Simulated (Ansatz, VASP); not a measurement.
## Si5Ge: VASP beside Ansatz

```xyz
6
Lattice="3.0275 0.0000 0.0000 0.0000 3.4603 0.0000 0.0000 0.0000 8.9177" Properties=species:S:1:pos:R:3 pbc="T T T"
Si    0.0000    0.0000    7.4790
Si    1.5138    1.7301    0.0000
Si    0.0000    0.0000    1.4387
Si    1.5138    1.7301    2.6728
Si    1.5138    1.7301    6.2449
Ge    0.0000    0.0000    4.4589
```

Alike in both runs: functional PBE; k mesh 6 × 6 × 2; occupations gaussian, width 0.1 eV; no spin polarisation.

Ansatz relaxed the structure, and its values are those at the end. VASP's run is a single point on that final structure, the one shown.

```csv
,VASP,Ansatz
version,VASP 6.6.1,Ansatz 0.2.0
potentials or method,"VASP PAW PBE potentials, release 64 (Si, Ge_d), cutoff 520 eV","scalar-relativistic, plane waves, PAW"
valence electrons in the cell,34,34
```

```tsv
	VASP	Ansatz	Ansatz less VASP
gap on the k mesh at the Fermi level (eV)	none	none	-
pressure (GPa)	-0.1	0.0	+0.01
rms of the force components (eV/Å)	0.004	0.006	+0.0019
```

A gap of «none» marks a metal or a gap that the smearing closes. The functional is the same, so the differences come from potentials, cutoffs and numerics.
